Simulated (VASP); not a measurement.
# MnHg (P4/mmm) in VASP: further runs

The runs below take MnHg through single point, with PBE.

Program: VASP 6.6.1. These are calculated values, not measurements. Logs are shortened: lines on timing, memory, paths and dates and some standing lists are left out, and cuts for length are marked.

## Step 1: The cell of the first run

Symmetry: P4/mmm, No. 123, tetragonal system. The conventional cell has a = 3.288 Å, b = 3.288 Å, c = 3.313 Å, α = 90.00°, β = 90.00°, γ = 90.00°. Within 3.8 Å of Hg (site symmetry 4/mmm) lie 8 Mn at 2.85 Å and 6 Hg at 3.29 to 3.31 Å. Mn (site symmetry 4/mmm) has 8 Hg at 2.85 Å and 6 Mn at 3.29 to 3.31 Å within 3.8 Å.

## Step 2: Single point, PBE, collinear spin, zero start

INCAR reads:

```
SYSTEM = MnHg
  ALGO = Normal
  EDIFF = 1E-7
  ENCUT = 520
  GGA = PE
  ISIF = 2
  ISMEAR = -1
  ISPIN = 2
  LASPH = .TRUE.
  LCHARG = .TRUE.
  LELF = .TRUE.
  LMAXMIX = 4
  LORBIT = 11
  LREAL = .FALSE.
  LVHAR = .TRUE.
  LWAVE = .FALSE.
  MAGMOM = 0 0
  NBANDS = 24
  NELM = 150
  NUPDOWN = 0.0
  PREC = Accurate
  SIGMA = 0.1
```

KPOINTS reads:

```
k-points
0
G
  9 9 9
  0 0 0
```

POSCAR reads:

```
MnHg
1.0
    3.2880000000      0.0000000000      0.0000000000
    0.0000000000      3.2880000000      0.0000000000
    0.0000000000      0.0000000000      3.3130000000
Hg Mn
1 1
Direct
    0.0000000000      0.0000000000      0.0000000000
    0.5000000000      0.5000000000      0.5000000000
```

Potentials or basis: VASP PAW PBE potentials, release 64 (Hg, Mn_pv).

Command:

```
> cat potpaw_PBE.64/Hg/POTCAR potpaw_PBE.64/Mn_pv/POTCAR > POTCAR
> mpirun -np 1 vasp_std > vasp.out
```

OUTCAR:

```text
SYSTEM = MnHg
   EDIFF = 1E-7
   ENCUT = 520
   GGA = PE
   ISIF = 2
   ISMEAR = -1
   ISPIN = 2
   LASPH = .TRUE.
   LORBIT = 11
   LREAL = .FALSE.
   NELM = 150
   NUPDOWN = 0.0
   PREC = Accurate

 ion  position               nearest neighbor table
   1  0.000  0.000  0.000-   2 2.85   2 2.85   2 2.85   2 2.85   2 2.85   2 2.85   2 2.85   2 2.85

   2  0.500  0.500  0.500-   1 2.85   1 2.85   1 2.85   1 2.85   1 2.85   1 2.85   1 2.85   1 2.85

  LATTYP: Found a simple tetragonal cell.
 ALAT       =     3.2880000000
 C/A-ratio  =     1.0076034063

  Lattice vectors:

 A1 = (   3.2880000000,   0.0000000000,   0.0000000000)
 A2 = (   0.0000000000,   3.2880000000,   0.0000000000)
 A3 = (   0.0000000000,   0.0000000000,   3.3130000000)

Analysis of symmetry for initial positions (statically):
=====================================================================
 Subroutine PRICEL returns:
 Original cell was already a primitive cell.

 Routine SETGRP: Setting up the symmetry group for a
 simple tetragonal supercell.

 Subroutine GETGRP returns: Found 16 space group operations
 (whereof 16 operations were pure point group operations)
 out of a pool of 16 trial point group operations.

The static configuration has the point symmetry D_4h.

Analysis of symmetry for dynamics (positions and initial velocities):
=====================================================================
 Subroutine PRICEL returns:
 Original cell was already a primitive cell.

 Routine SETGRP: Setting up the symmetry group for a
 simple tetragonal supercell.

 Subroutine GETGRP returns: Found 16 space group operations
 (whereof 16 operations were pure point group operations)
 out of a pool of 16 trial point group operations.

The dynamic configuration has the point symmetry D_4h.

Analysis of structural, dynamic, and magnetic symmetry:
=====================================================================
 Subroutine PRICEL returns:
 Original cell was already a primitive cell.

 Routine SETGRP: Setting up the symmetry group for a
 simple tetragonal supercell.

 Subroutine GETGRP returns: Found 16 space group operations
 (whereof 16 operations were pure point group operations)
 out of a pool of 16 trial point group operations.

The overall configuration has the point symmetry D_4h.

 Subroutine INISYM returns: Found 16 space group operations
 (whereof 16 operations are pure point group operations),
 and found     1 'primitive' translations

----------------------------------------------------------------------------------------

                                     Primitive cell

  volume of cell :      35.8167

  direct lattice vectors                    reciprocal lattice vectors
     3.288000000  0.000000000  0.000000000     0.304136253  0.000000000  0.000000000
     0.000000000  3.288000000  0.000000000     0.000000000  0.304136253  0.000000000
     0.000000000  0.000000000  3.313000000     0.000000000  0.000000000  0.301841232

  length of vectors
     3.288000000  3.288000000  3.313000000     0.304136253  0.304136253  0.301841232

  position of ions in fractional coordinates (direct lattice)
     0.000000000  0.000000000  0.000000000
     0.500000000  0.500000000  0.500000000

  ion indices of the primitive-cell ions
   primitive index   ion index
                 1           1
                 2           2

----------------------------------------------------------------------------------------

 KPOINTS: k-points

Automatic generation of k-mesh.
 Grid dimensions read from file:
 generate k-points for:    9    9    9

 Generating k-lattice:

  Cartesian coordinates                     Fractional coordinates (reciprocal lattice)
     0.033792917  0.000000000  0.000000000     0.111111111  0.000000000  0.000000000
     0.000000000  0.033792917  0.000000000     0.000000000  0.111111111  0.000000000
     0.000000000  0.000000000  0.033537915     0.000000000  0.000000000  0.111111111

  Length of vectors
     0.033792917  0.033792917  0.033537915

  Shift w.r.t. Gamma in fractional coordinates (k-lattice)
     0.000000000  0.000000000  0.000000000

 Subroutine IBZKPT returns following result:
 ===========================================

 Found     75 irreducible k-points:

 Following reciprocal coordinates:
            Coordinates               Weight
  0.000000  0.000000  0.000000      1.000000
  0.111111  0.000000  0.000000      4.000000
  0.222222  0.000000  0.000000      4.000000
  0.333333  0.000000  0.000000      4.000000
  0.444444  0.000000  0.000000      4.000000
  0.111111  0.111111  0.000000      4.000000
[... 16 lines left out ...]
  0.333333  0.111111  0.111111     16.000000
  0.444444  0.111111  0.111111     16.000000
 [... further k-points ...]
   k-points           NKPTS =     75   k-points in BZ     NKDIM =     75   number of bands    NBANDS=     24
   number of dos      NEDOS =    301   number of ions     NIONS =      2
   total plane-waves  NPLWV =  16128
   dimension x,y,z NGX =    24 NGY =   24 NGZ =   28
   dimension x,y,z NGXF=    48 NGYF=   48 NGZF=   56
   ions per type =               1   1
   NGX,Y,Z   is equivalent  to a cutoff of  12.13, 12.13, 14.05 a.u.
   NGXF,Y,Z  is equivalent  to a cutoff of  24.27, 24.27, 28.10 a.u.
 SYSTEM =  MnHg
   PREC   = accura    normal or accurate (medium, high low for compatibility)
   ISTART =      0    job   : 0-new  1-cont  2-samecut
   ICHARG =      2    charge: 1-file 2-atom 10-const
   ISPIN  =      2    spin polarized calculation?
   LNONCOLLINEAR =      F non collinear calculations
   LSORBIT =      F    spin-orbit coupling
   LASPH  =      T    aspherical Exc in radial PAW
   ENCUT  =  520.0 eV  38.22 Ry    6.18 a.u.   6.11  6.11  6.16*2*pi/ulx,y,z
   NELM   =    150;   NELMIN=  2; NELMDL= -5     # of ELM steps
   EDIFF  = 0.1E-06   stopping-criterion for ELM
   LREAL  =      F    real-space projection
   EDIFFG = 0.1E-05   stopping-criterion for IOM
   NSW    =      0    number of steps for IOM
   IBRION =     -1    ionic relax: 0-MD 1-quasi-New 2-CG
   NFREE  =      0    steps in history (QN), initial steepest desc. (CG)
   ISIF   =      2    stress and relaxation
   ISYM   =      2    0-nonsym 1-usesym 2-fastsym
   POTIM  = 0.5000    time-step for ionic-motion
   TEBEG  =    0.0;   TEEND  =   0.0 temperature during run
   PSTRESS=    0.0 pullay stress
   NELECT =      25.0000    total number of electrons
   NUPDOWN=       0.0000    fix difference up-down
   EMIN   =  10.00;   EMAX   =-10.00  energy-range for DOS
   EFERMI =   0.00;   METHOD = LEGACY
   ISMEAR =    -1;   SIGMA  =   0.10  broadening in eV -4-tet -1-fermi 0-gaus
   EFERMI_NEDOS =   21; number of points for ismear=-14 and -15
   IALGO  =     38    algorithm
   IMIX   =      4    mixing-type and parameters
     AMIX     =   0.40;   BMIX     =  1.00
     AMIX_MAG =   1.60;   BMIX_MAG =  1.00
  volume/ion in A,a.u.               =      17.91       120.85
  Fermi-wavevector in a.u.,A,eV,Ry     =   1.452200  2.744260 28.693127  2.108885
  Thomas-Fermi vector in A             =   2.569610
   LORBIT       =     11    0 simple, 1 ext, 2 COOP (PROOUT), +10 PAW based schemes
   GGA     = PE    functional components
   LHFCALC =     F    Hartree Fock is set to
   AEXX    =    0.0000 exact exchange contribution
   IVDW    =     0    specifies the selected vdW correction
   LEPSILON=     F    determine dielectric tensor
   LRPA    =     F    only Hartree local field effects (RPA)
 spin polarized calculation
  energy-cutoff  :      520.00
  volume of cell :       35.82
 maximum number of plane-waves:       975
   NGX = 13   NGY = 13   NGZ = 13

 number of electron      25.0000001 magnetization      -0.0000000

 number of electron      25.0000001 magnetization       0.0000000

 Free energy of the ion-electron system (eV)
  ---------------------------------------------------
  ext. energy  EPLUGINS =         0.00000000
  ---------------------------------------------------
  free energy    TOTEN  =        -7.16656178 eV

  energy without entropy =       -6.99048023  energy(sigma->0) =       -7.07852100

 E-fermi :   4.9085     XC(G=0): -11.8222

 val. band max:        4.9084979702   @ k =   0.3333   0.3333   0.1111
 cond. band min:       4.9088474230   @ k =   0.3333   0.3333   0.1111
 fundamental gap:      0.0003494528
 Fermi energy:         4.9085290158

 spin component 1

 k-point     1 :       0.0000    0.0000    0.0000
  band No.  band energies     occupation
      1     -42.7134      1.00000
      2     -42.7125      1.00000
      3     -42.7125      1.00000
      4      -4.0307      1.00000
      5      -2.8635      1.00000
      6      -2.8494      1.00000
[... 16 lines left out ...]
     23      22.8796      0.00000
     24      27.0506      0.00000

 k-point     2 :       0.1111    0.0000    0.0000
  band No.  band energies     occupation
      1     -42.7149      1.00000
      2     -42.7132      1.00000
      3     -42.7124      1.00000
      4      -3.8376      1.00000
      5      -2.8253      1.00000
      6      -2.7642      1.00000
[... 16 lines left out ...]
     23      22.8829      0.00000
     24      24.8305      0.00000

 k-point     3 :       0.2222    0.0000    0.0000
  band No.  band energies     occupation
      1     -42.7208      1.00000
      2     -42.7129      1.00000
      3     -42.7120      1.00000
      4      -3.3541      1.00000
      5      -2.7516      1.00000
      6      -2.4173      1.00000
[... 16 lines left out ...]
     23      22.0818      0.00000
     24      22.1914      0.00000
[... 514 lines left out ...]
 k-point    23 :       0.3333    0.1111    0.1111
  band No.  band energies     occupation
      1     -42.7270      1.00000
      2     -42.7143      1.00000
      3     -42.7137      1.00000
      4      -2.6752      1.00000
      5      -2.5375      1.00000
      6      -2.1534      1.00000
[... 16 lines left out ...]
     23      22.4751      0.00000
     24      24.2619      0.00000

 k-point    24 :       0.4444    0.1111    0.1111
  band No.  band energies     occupation
      1     -42.7313      1.00000
      2     -42.7140      1.00000
      3     -42.7133      1.00000
      4      -2.5064      1.00000
      5      -2.4783      1.00000
      6      -2.2361      1.00000
[... 16 lines left out ...]
     23      21.2781      0.00000
     24      25.0681      0.00000

 [... further k-points ...]

 spin component 2

 k-point     1 :       0.0000    0.0000    0.0000
  band No.  band energies     occupation
      1     -42.7130      1.00000
      2     -42.7127      1.00000
      3     -42.7127      1.00000
      4      -4.0307      1.00000
      5      -2.8635      1.00000
      6      -2.8494      1.00000
[... 16 lines left out ...]
     23      22.8795      0.00000
     24      27.0508      0.00000

 k-point     2 :       0.1111    0.0000    0.0000
  band No.  band energies     occupation
      1     -42.7151      1.00000
      2     -42.7129      1.00000
      3     -42.7126      1.00000
      4      -3.8376      1.00000
      5      -2.8253      1.00000
      6      -2.7642      1.00000
[... 16 lines left out ...]
     23      22.8829      0.00000
     24      24.8305      0.00000

 k-point     3 :       0.2222    0.0000    0.0000
  band No.  band energies     occupation
      1     -42.7209      1.00000
      2     -42.7125      1.00000
      3     -42.7122      1.00000
      4      -3.3541      1.00000
      5      -2.7516      1.00000
      6      -2.4173      1.00000
[... 16 lines left out ...]
     23      22.0817      0.00000
     24      22.1914      0.00000
[... 514 lines left out ...]
 k-point    23 :       0.3333    0.1111    0.1111
  band No.  band energies     occupation
      1     -42.7272      1.00000
      2     -42.7139      1.00000
      3     -42.7138      1.00000
      4      -2.6752      1.00000
      5      -2.5375      1.00000
      6      -2.1534      1.00000
[... 16 lines left out ...]
     23      22.4751      0.00000
     24      24.2619      0.00000

 k-point    24 :       0.4444    0.1111    0.1111
  band No.  band energies     occupation
      1     -42.7315      1.00000
      2     -42.7136      1.00000
      3     -42.7135      1.00000
      4      -2.5064      1.00000
      5      -2.4783      1.00000
      6      -2.2361      1.00000
[... 16 lines left out ...]
     23      21.2781      0.00000
     24      25.0681      0.00000

 [... further k-points ...]
[... 5 lines left out ...]
  --------------------------------------------------------------------------------------
  -------------------------------------------------------------------------------------
  Total       -2.8486666     -2.8486666     -2.8515796      0.0000000      0.0000000     -0.0000000
  in kB     -127.4286718   -127.4286718   -127.5589753      0.0000000      0.0000000     -0.0000000
  external PRESSURE =    -127.4721063 kB  Pullay stress =       0.0000000 kB

 VOLUME and BASIS-vectors are now :
 -----------------------------------------------------------------------------
  energy-cutoff  :      520.00
  volume of cell :       35.82
      direct lattice vectors                 reciprocal lattice vectors
     3.288000000  0.000000000  0.000000000     0.304136253  0.000000000  0.000000000
     0.000000000  3.288000000  0.000000000     0.000000000  0.304136253  0.000000000
     0.000000000  0.000000000  3.313000000     0.000000000  0.000000000  0.301841232

 POSITION                                       TOTAL-FORCE (eV/Angst)
 -----------------------------------------------------------------------------------
      0.00000      0.00000      0.00000         0.000000      0.000000      0.000000
      1.64400      1.64400      1.65650         0.000000      0.000000      0.000000
 -----------------------------------------------------------------------------------
    total drift:                                0.000000      0.000000     -0.000000

  FREE ENERGIE OF THE ION-ELECTRON SYSTEM (eV)
  ---------------------------------------------------
  free  energy   TOTEN  =        -7.1665617832 eV

  energy  without entropy=       -6.9904802257  energy(sigma->0) =       -7.07852100

 total charge

# of ion       s       p       d       tot
------------------------------------------
    1        0.794   0.495   9.251  10.541
    2        0.224   6.152   5.086  11.463
--------------------------------------------------
tot          1.019   6.647  14.338  22.004

 magnetization (x)

# of ion       s       p       d       tot
------------------------------------------
    1       -0.000  -0.000   0.000   0.000
    2       -0.000  -0.000   0.000   0.000
--------------------------------------------------
tot         -0.000  -0.000   0.000   0.000
```

Wall time 64 s (1 thread of Oxide Virtual Turin-like, shared host); peak memory 0.19 GiB.

What came out:

```yaml
Free_energy: -7.1666 eV
Pressure: -12.7 GPa
Net_moment: 0.00 μB per cell
Valence_electrons_inside_the_program's_atomic_spheres: Hg 10.54; Mn 11.46
```

Caveat: the cell stands under tension; spin-orbit coupling is left out, which moves the levels of the heavy elements; the total moment is fixed, so each spin has its own Fermi level.

## Step 3: Single point, PBE, collinear spin, ferromagnetic start

INCAR reads:

```
PREC     = Accurate       # precision mode
ENCUT    = 520            # plane-wave cutoff, eV
EDIFF    = 1E-6           # SCF threshold, eV
ISMEAR   = -1             # smearing method
SIGMA    = 0.1            # smearing width, eV
LREAL    = False          # projectors in reciprocal space
LASPH    = True           # aspherical terms in the spheres
NELM     = 150            # most SCF steps
ALGO     = Normal         # electronic algorithm
ISIF     = 2              # what is computed and relaxed
LWAVE    = False          # write WAVECAR
LCHARG   = True           # write CHGCAR
ISPIN    = 2              # spin polarisation
MAGMOM   = 0 4.5          # initial moments
LORBIT   = 11             # projections on sites
LMAXMIX  = 4              # l up to which the mixer works
GGA      = PE             # functional
LELF     = True           # ELF
LVHAR    = True         
NBANDS   = 24             # bands
```

KPOINTS reads:

```
regular mesh
0
Gamma
  9 9 9
```

POSCAR is that of step 2.

Potentials or basis: VASP PAW PBE potentials, release 64 (Hg, Mn_pv).

Command:

```
> cat potpaw_PBE.64/Hg/POTCAR potpaw_PBE.64/Mn_pv/POTCAR > POTCAR
> mpirun -np 1 vasp_std > vasp.out
```

Run time: 88 s. Hardware: 1 thread of Oxide Virtual Turin-like, shared host; peak memory 0.19 GiB.

The run converged. Its results:

```
Free energy                                           : -8.5106 eV
Pressure                                              : 1.9 GPa
Net moment                                            : 3.82 μB per cell
Site moments                                          : Hg -0.06; Mn +3.75 μB
Valence electrons inside the program's atomic spheres : Hg 10.60; Mn 11.42
```

Levels at points of the mesh, in eV from the Fermi level:
Spin up:
```
           k point  band 11  band 12  band 13  band 14  band 15  band 16  band 17  band 18
(0.00, 0.00, 0.00)    -2.85    -1.98    -1.98    -1.98     4.81     5.03     5.03     8.83
```
Spin down:
```csv
k point,band 9,band 10,band 11,band 12,band 13,band 14
"(0.00, 0.00, 0.00)",-7.10,0.29,0.31,1.51,1.51,1.53
```

Caveat: spin-orbit coupling is left out, which moves the levels of the heavy elements.

(Continued in part 2 of 2.)
